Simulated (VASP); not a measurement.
# Ti12N12O in VASP: further runs

Runs on Ti12N12O. Level: PBE+D3(BJ). Tasks: single point.

Everything below comes from runs of VASP 6.6.1. Logs are shortened: lines on timing, memory, paths and dates and some standing lists are left out, and cuts for length are marked.

### 1 The cell of the first run

The cell holds a slab with vacuum, 25 atoms: a = 5.947 Å, b = 5.947 Å, c = 21.553 Å, α = 90.00°, β = 90.00°, γ = 90.00°.

### 2 Single point, PBE+D3(BJ)

Input file INCAR:

```
SYSTEM = Ti12N12O
PREC = Accurate ; ENCUT = 520
EDIFF = 1E-6 ; ISMEAR = 0
SIGMA = 0.1 ; LREAL = Auto
LASPH = .TRUE. ; NELM = 100
ALGO = Normal ; ISIF = 2
LWAVE = .FALSE. ; LCHARG = .FALSE.
LDIPOL = .TRUE. ; IDIPOL = 3
DIPOL = 0.5 0.5 0.290 ; GGA = PE
IVDW = 12 ; NBANDS = 123
```

Input file KPOINTS:

```
regular mesh
0
G
  5 5 1
  0 0 0
```

Input file POSCAR:

```
Ti12N12O
1.0
    5.9473589866      0.0000000000      0.0000000000
    0.0000000000      5.9473589866      0.0000000000
    0.0000000000      0.0000000000     21.5533569335
Ti N O
12 12 1
Direct
    0.2500000000      0.2500000000      0.1855859397
    0.2500000000      0.7500000000      0.1855859397
    0.7500000000      0.2500000000      0.1855859397
    0.7500000000      0.7500000000      0.1855859397
    0.0000000000      0.0000000000      0.2814770362
    0.0000000000      0.5000000000      0.2814770362
    0.5000000000      0.0000000000      0.2814770362
    0.5000000000      0.5000000000      0.2814770362
    0.2500000000      0.2500000000      0.3733135280
    0.2500000000      0.7500000000      0.3733135280
    0.7500000000      0.2500000000      0.3733135280
    0.7500000000      0.7500000000      0.3733135280
    0.0000000000      0.0000000000      0.1855859397
    0.0000000000      0.5000000000      0.1855859397
    0.5000000000      0.0000000000      0.1855859397
    0.5000000000      0.5000000000      0.1855859397
    0.2500000000      0.2500000000      0.2799709833
    0.2500000000      0.7500000000      0.2799709833
    0.7500000000      0.2500000000      0.2799709833
    0.7500000000      0.7500000000      0.2799709833
    0.0000000000      0.0000000000      0.3829267505
    0.0000000000      0.5000000000      0.3829267505
    0.5000000000      0.0000000000      0.3829267505
    0.5000000000      0.5000000000      0.3829267505
    0.0000000000      0.0000000000      0.4989179628
```

Potentials or basis: VASP PAW PBE potentials, release 64 (Ti_sv, N, O).

Run with:

```console
cat potpaw_PBE.64/Ti_sv/POTCAR potpaw_PBE.64/N/POTCAR potpaw_PBE.64/O/POTCAR > POTCAR
mpirun -np 1 vasp_std > vasp.out
```

OUTCAR:

```text
SYSTEM = Ti12N12O
   PREC = Accurate
   ENCUT = 520
   EDIFF = 1E-6
   ISMEAR = 0
   LREAL = Auto
   LASPH = .TRUE.
   NELM = 100
   ISIF = 2
   GGA = PE
   IVDW = 12
 IVDW          = 12

 ion  position               nearest neighbor table
   1  0.250  0.250  0.186-  17 2.03  14 2.10  15 2.10  16 2.10  13 2.10
   2  0.250  0.750  0.186-  18 2.03  14 2.10  15 2.10  16 2.10  13 2.10
   3  0.750  0.250  0.186-  19 2.03  14 2.10  15 2.10  16 2.10  13 2.10
   4  0.750  0.750  0.186-  20 2.03  14 2.10  15 2.10  16 2.10  13 2.10
   5  0.000  0.000  0.281-  13 2.07  17 2.10  18 2.10  19 2.10  20 2.10  21 2.19  11 2.89  12 2.89
                             9 2.89  10 2.89
   6  0.000  0.500  0.281-  14 2.07  17 2.10  18 2.10  19 2.10  20 2.10  22 2.19  11 2.89  12 2.89
                             9 2.89  10 2.89
   7  0.500  0.000  0.281-  15 2.07  17 2.10  18 2.10  19 2.10  20 2.10  23 2.19  11 2.89  12 2.89
                             9 2.89  10 2.89
   8  0.500  0.500  0.281-  16 2.07  17 2.10  18 2.10  19 2.10  20 2.10  24 2.19  11 2.89  12 2.89
                             9 2.89  10 2.89
   9  0.250  0.250  0.373-  17 2.01  21 2.11  22 2.11  23 2.11  24 2.11   6 2.89   7 2.89   8 2.89
                             5 2.89
  10  0.250  0.750  0.373-  18 2.01  21 2.11  22 2.11  23 2.11  24 2.11   6 2.89   7 2.89   8 2.89
                             5 2.89
  11  0.750  0.250  0.373-  19 2.01  21 2.11  22 2.11  23 2.11  24 2.11   6 2.89   7 2.89   8 2.89
                             5 2.89
  12  0.750  0.750  0.373-  20 2.01  21 2.11  22 2.11  23 2.11  24 2.11   6 2.89   7 2.89   8 2.89
                             5 2.89
  13  0.000  0.000  0.186-   5 2.07   2 2.10   3 2.10   4 2.10   1 2.10
  14  0.000  0.500  0.186-   6 2.07   2 2.10   3 2.10   4 2.10   1 2.10
  15  0.500  0.000  0.186-   7 2.07   2 2.10   3 2.10   4 2.10   1 2.10
  16  0.500  0.500  0.186-   8 2.07   2 2.10   3 2.10   4 2.10   1 2.10
  17  0.250  0.250  0.280-   9 2.01   1 2.03   6 2.10   7 2.10   8 2.10   5 2.10
  18  0.250  0.750  0.280-  10 2.01   2 2.03   6 2.10   7 2.10   8 2.10   5 2.10
  19  0.750  0.250  0.280-  11 2.01   3 2.03   6 2.10   7 2.10   8 2.10   5 2.10
  20  0.750  0.750  0.280-  12 2.01   4 2.03   6 2.10   7 2.10   8 2.10   5 2.10
  21  0.000  0.000  0.383-   9 2.11  10 2.11  11 2.11  12 2.11   5 2.19
  22  0.000  0.500  0.383-   9 2.11  10 2.11  11 2.11  12 2.11   6 2.19
  23  0.500  0.000  0.383-   9 2.11  10 2.11  11 2.11  12 2.11   7 2.19
  24  0.500  0.500  0.383-   9 2.11  10 2.11  11 2.11  12 2.11   8 2.19
  25  0.000  0.000  0.499-

  LATTYP: Found a simple tetragonal cell.
 ALAT       =     5.9473589866
 C/A-ratio  =     3.6240215165

  Lattice vectors:

 A1 = (   5.9473589866,   0.0000000000,   0.0000000000)
 A2 = (   0.0000000000,   5.9473589866,   0.0000000000)
 A3 = (   0.0000000000,   0.0000000000,  21.5533569335)

Analysis of symmetry for initial positions (statically):
=====================================================================
 Subroutine PRICEL returns:
 Original cell was already a primitive cell.

 Routine SETGRP: Setting up the symmetry group for a
 simple tetragonal supercell.

 Subroutine GETGRP returns: Found  8 space group operations
 (whereof  8 operations were pure point group operations)
 out of a pool of 16 trial point group operations.

The static configuration has the point symmetry C_4v.

Analysis of symmetry for dynamics (positions and initial velocities):
=====================================================================
 Subroutine PRICEL returns:
 Original cell was already a primitive cell.

 Routine SETGRP: Setting up the symmetry group for a
 simple tetragonal supercell.

 Subroutine GETGRP returns: Found  8 space group operations
 (whereof  8 operations were pure point group operations)
 out of a pool of 16 trial point group operations.

The dynamic configuration has the point symmetry C_4v.

 Subroutine INISYM returns: Found  8 space group operations
 (whereof  8 operations are pure point group operations),
 and found     1 'primitive' translations

----------------------------------------------------------------------------------------

                                     Primitive cell

  volume of cell :     762.3655

[... 69 lines left out ...]
 generate k-points for:    5    5    1

 Generating k-lattice:

  Cartesian coordinates                     Fractional coordinates (reciprocal lattice)
     0.033628372  0.000000000  0.000000000     0.200000000  0.000000000  0.000000000
     0.000000000  0.033628372  0.000000000     0.000000000  0.200000000  0.000000000
     0.000000000  0.000000000  0.046396485     0.000000000  0.000000000  1.000000000

  Length of vectors
     0.033628372  0.033628372  0.046396485

  Shift w.r.t. Gamma in fractional coordinates (k-lattice)
     0.000000000  0.000000000  0.000000000

 Subroutine IBZKPT returns following result:
 ===========================================

 Found      6 irreducible k-points:

 Following reciprocal coordinates:
            Coordinates               Weight
  0.000000  0.000000  0.000000      1.000000
  0.200000  0.000000  0.000000      4.000000
  0.400000  0.000000  0.000000      4.000000
  0.200000  0.200000  0.000000      4.000000
  0.400000  0.200000  0.000000      8.000000
  0.400000  0.400000  0.000000      4.000000
   k-points           NKPTS =      6   k-points in BZ     NKDIM =      6   number of bands    NBANDS=    123
   number of dos      NEDOS =    301   number of ions     NIONS =     25
   total plane-waves  NPLWV = 368640
   dimension x,y,z NGX =    48 NGY =   48 NGZ =  160
   dimension x,y,z NGXF=    96 NGYF=   96 NGZF=  320
   ions per type =              12  12   1
   NGX,Y,Z   is equivalent  to a cutoff of  13.42, 13.42, 12.34 a.u.
   NGXF,Y,Z  is equivalent  to a cutoff of  26.83, 26.83, 24.68 a.u.
 SYSTEM =  Ti12N12O
   PREC   = accura    normal or accurate (medium, high low for compatibility)
   ISTART =      0    job   : 0-new  1-cont  2-samecut
   ICHARG =      2    charge: 1-file 2-atom 10-const
   ISPIN  =      1    spin polarized calculation?
   LNONCOLLINEAR =      F non collinear calculations
   LSORBIT =      F    spin-orbit coupling
   LASPH  =      T    aspherical Exc in radial PAW
   ENCUT  =  520.0 eV  38.22 Ry    6.18 a.u.  11.06 11.06 40.07*2*pi/ulx,y,z
   NELM   =    100;   NELMIN=  2; NELMDL= -5     # of ELM steps
   EDIFF  = 0.1E-05   stopping-criterion for ELM
   LREAL  =      T    real-space projection
   EDIFFG = 0.1E-04   stopping-criterion for IOM
   NSW    =      0    number of steps for IOM
   IBRION =     -1    ionic relax: 0-MD 1-quasi-New 2-CG
   NFREE  =      0    steps in history (QN), initial steepest desc. (CG)
   ISIF   =      2    stress and relaxation
   ISYM   =      2    0-nonsym 1-usesym 2-fastsym
   POTIM  = 0.5000    time-step for ionic-motion
   TEBEG  =    0.0;   TEEND  =   0.0 temperature during run
   PSTRESS=    0.0 pullay stress
   NELECT =     210.0000    total number of electrons
   NUPDOWN=      -1.0000    fix difference up-down
   EMIN   =  10.00;   EMAX   =-10.00  energy-range for DOS
   EFERMI =   0.00;   METHOD = LEGACY
   ISMEAR =     0;   SIGMA  =   0.10  broadening in eV -4-tet -1-fermi 0-gaus
   EFERMI_NEDOS =   21; number of points for ismear=-14 and -15
   IALGO  =     38    algorithm
   IMIX   =      4    mixing-type and parameters
     AMIX     =   0.40;   BMIX     =  1.00
     AMIX_MAG =   1.60;   BMIX_MAG =  1.00
  volume/ion in A,a.u.               =      30.49       205.79
  Fermi-wavevector in a.u.,A,eV,Ry     =   1.065189  2.012916 15.437559  1.134629
  Thomas-Fermi vector in A             =   2.200733
   LORBIT       =      0    0 simple, 1 ext, 2 COOP (PROOUT), +10 PAW based schemes
   GGA     = PE    functional components
   LHFCALC =     F    Hartree Fock is set to
   AEXX    =    0.0000 exact exchange contribution
   IVDW    =    12    specifies the selected vdW correction
   LEPSILON=     F    determine dielectric tensor
   LRPA    =     F    only Hartree local field effects (RPA)
 non-spin polarized calculation
 Gauss-broadening in eV      SIGMA  =   0.10
  energy-cutoff  :      520.00
  volume of cell :      762.37
 maximum number of plane-waves:     20550
 NGX is ok and might be reduce to    48
   NGX = 23   NGY = 23   NGZ = 81

 dipolmoment           0.000000      0.000000     -1.947310 electrons x Angstroem

 number of electron     209.9999953 magnetization

 dipolmoment           0.000000      0.000000      0.909383 electrons x Angstroem

 Free energy of the ion-electron system (eV)
  ---------------------------------------------------
  ext. energy  EPLUGINS =         0.00000000
  ---------------------------------------------------
  free energy    TOTEN  =      -232.06231703 eV

  energy without entropy =     -231.97514758  energy(sigma->0) =     -232.01873230

 E-fermi :   0.2901     XC(G=0):  -4.9575

 val. band max:        0.2086937904   @ k =   0.4000   0.4000   0.0000
 cond. band min:       0.3104645210   @ k =   0.4000   0.2000   0.0000
 fundamental gap:      0.1017707306
 Fermi energy:         0.2900674003

 k-point     1 :       0.0000    0.0000    0.0000
  band No.  band energies     occupation
      1     -57.6637      2.00000
      2     -57.6234      2.00000
      3     -57.6234      2.00000
      4     -57.5895      2.00000
      5     -57.4953      2.00000
      6     -57.4467      2.00000
[... 709 lines left out ...]
    116       1.4276      0.00000
    117       1.4284      0.00000
 [bands above 117 left out]

------------------------ aborting loop because EDIFF is reached ----------------------------------------

 vacuum level on the upper side and lower side of the slab       (xc-potential included)         2.111        -2.434

 Edisp (eV)   -7.76516

 E8    (eV) :    -3.4082

  FORCE on cell =-STRESS in cart. coord.  units (eV):
  Direction    XX          YY          ZZ          XY          YZ          ZX
  --------------------------------------------------------------------------------------
  -------------------------------------------------------------------------------------
  Total     -16.09052   -16.09052    -2.84754     0.00000     0.00000     0.00000
  in kB     -33.81562   -33.81562    -5.98435     0.00000     0.00000     0.00000
  external pressure =      -24.54 kB  Pullay stress =        0.00 kB

 VOLUME and BASIS-vectors are now :
 -----------------------------------------------------------------------------
  energy-cutoff  :      520.00
  volume of cell :      762.37
      direct lattice vectors                 reciprocal lattice vectors
     5.947358987  0.000000000  0.000000000     0.168141860  0.000000000  0.000000000
     0.000000000  5.947358987  0.000000000     0.000000000  0.168141860  0.000000000
     0.000000000  0.000000000 21.553356934     0.000000000  0.000000000  0.046396485

 POSITION                                       TOTAL-FORCE (eV/Angst)
 -----------------------------------------------------------------------------------
      1.48684      1.48684      4.00000        -0.000887     -0.000887      1.663925
      1.48684      4.46052      4.00000        -0.000887      0.000887      1.663925
      4.46052      1.48684      4.00000         0.000887     -0.000887      1.663925
      4.46052      4.46052      4.00000         0.000887      0.000887      1.663925
      0.00000      0.00000      6.06678        -0.000000     -0.000000     -0.286588
      0.00000      2.97368      6.06678        -0.000000     -0.000000     -0.052928
[... 17 lines left out ...]
      2.97368      2.97368      8.25336        -0.000000     -0.000000     -0.563756
      0.00000      0.00000     10.75336        -0.000000     -0.000000     -1.689448
 -----------------------------------------------------------------------------------
    total drift:                                0.000000      0.000000     -0.039808

  FREE ENERGIE OF THE ION-ELECTRON SYSTEM (eV)
  ---------------------------------------------------
  free  energy   TOTEN  =      -239.8274757007 eV

  energy  without entropy=     -239.7403062536  energy(sigma->0) =     -239.78389098

 vacuum level on the upper side and lower side of the slab         7.233         2.572
```

Wall time 32 min (1 thread of Intel Xeon 6975P-C (Granite Rapids), shared host); peak memory 0.94 GiB.

Results:

| Item | Value |
| --- | --- |
| Free energy | -239.8275 eV |
| Largest force | 1.843 eV/Å |
| Band gap on the k mesh | zero (bands 105 and 106 overlap by 0.27 eV) |
| Dispersion energy per atom | -0.311 eV |

Forces on the atoms (eV/Å):
```
Ti  -0.001 -0.001  1.664
Ti  -0.001  0.001  1.664
Ti   0.001 -0.001  1.664
Ti   0.001  0.001  1.664
Ti   0.000  0.000 -0.287
Ti   0.000  0.000 -0.053
Ti   0.000  0.000 -0.053
Ti   0.000  0.000  0.014
Ti  -0.253 -0.253  1.294
Ti  -0.253  0.253  1.294
Ti   0.253 -0.253  1.294
Ti   0.253  0.253  1.294
N    0.000  0.000 -1.576
N    0.000  0.000 -1.765
N    0.000  0.000 -1.765
N    0.000  0.000 -1.843
N    0.002  0.002 -0.052
N    0.002 -0.002 -0.052
N   -0.002  0.002 -0.052
N   -0.002 -0.002 -0.052
N    0.000  0.000 -0.588
N    0.000  0.000 -0.726
N    0.000  0.000 -0.726
N    0.000  0.000 -0.564
O    0.000  0.000 -1.689
```

### 3 Single point, PBE+D3(BJ)

Input file INCAR:

```
SYSTEM = Ti12N12O
ALGO = Normal
DIPOL = 0.5 0.5 0.290
EDIFF = 1E-7
ENCUT = 520
GGA = PE
IDIPOL = 3
ISIF = 2
ISMEAR = 0
IVDW = 12
LASPH = .True.
LCHARG = .False.
LDIPOL = .True.
LREAL = Auto
LWAVE = .False.
NBANDS = 123
NELM = 80
PREC = Accurate
SIGMA = 0.1
```

Input file KPOINTS:

```
k-points
0
Gamma
  5 5 1
  0 0 0
```

POSCAR: that of step 2 with these lines changed.

```diff
@@ -32,2 +32,2 @@
     0.5000000000      0.5000000000      0.3829267505
-    0.0000000000      0.0000000000      0.4989179628
+    0.2500000000      0.2500000000      0.4989179628
```

Potentials or basis: VASP PAW PBE potentials, release 64 (Ti_sv, N, O).

Run with:

```console
cat potpaw_PBE.64/Ti_sv/POTCAR potpaw_PBE.64/N/POTCAR potpaw_PBE.64/O/POTCAR > POTCAR
mpirun -np 1 vasp_std > vasp.out
```

Run time: 33 min. Hardware: 1 thread of Intel Xeon 6975P-C (Granite Rapids), shared host; peak memory 0.93 GiB.

The run converged. Its results:

| Quantity | Value |
| --- | --- |
| Free energy | -240.2490 eV |
| Largest force | 3.963 eV/Å |
| Band gap on the k mesh | zero (bands 105 and 106 overlap by 0.33 eV) |
| Dispersion energy per atom | -0.311 eV |

Forces in eV/Å, atoms in the order of the input:
```
Ti   0.000  0.000  1.551
Ti   0.000  0.000  1.778
Ti   0.000  0.000  1.778
Ti   0.000  0.000  1.851
Ti  -0.023 -0.023 -0.009
Ti  -0.023  0.023 -0.009
Ti   0.023 -0.023 -0.009
Ti   0.023  0.023 -0.009
Ti   0.000  0.000  3.963
Ti   0.000  0.000  0.958
Ti   0.000  0.000  0.958
Ti   0.000  0.000  0.681
N   -0.006 -0.006 -1.820
N   -0.006  0.006 -1.820
N    0.006 -0.006 -1.820
N    0.006  0.006 -1.820
N    0.000  0.000 -0.376
N    0.000  0.000 -0.060
N    0.000  0.000 -0.060
N    0.000  0.000 -0.068
N   -0.182 -0.182 -0.860
N   -0.182  0.182 -0.860
N    0.182 -0.182 -0.860
N    0.182  0.182 -0.860
O    0.000  0.000 -2.197
```

Levels at points of the mesh, in eV from the Fermi level:
| k point | band 101 | band 102 | band 103 | band 104 | band 105 | band 106 | band 107 | band 108 | band 109 | band 110 |
| --- | --- | --- | --- | --- | --- | --- | --- | --- | --- | --- |
| (0.00, 0.00, 0.00) | -1.80 | -0.79 | -0.45 | -0.07 | -0.07 | 0.04 | 0.08 | 0.08 | 0.53 | 0.53 |

The gap in the log of VASP goes by the Fermi energy; the results here count the filled bands.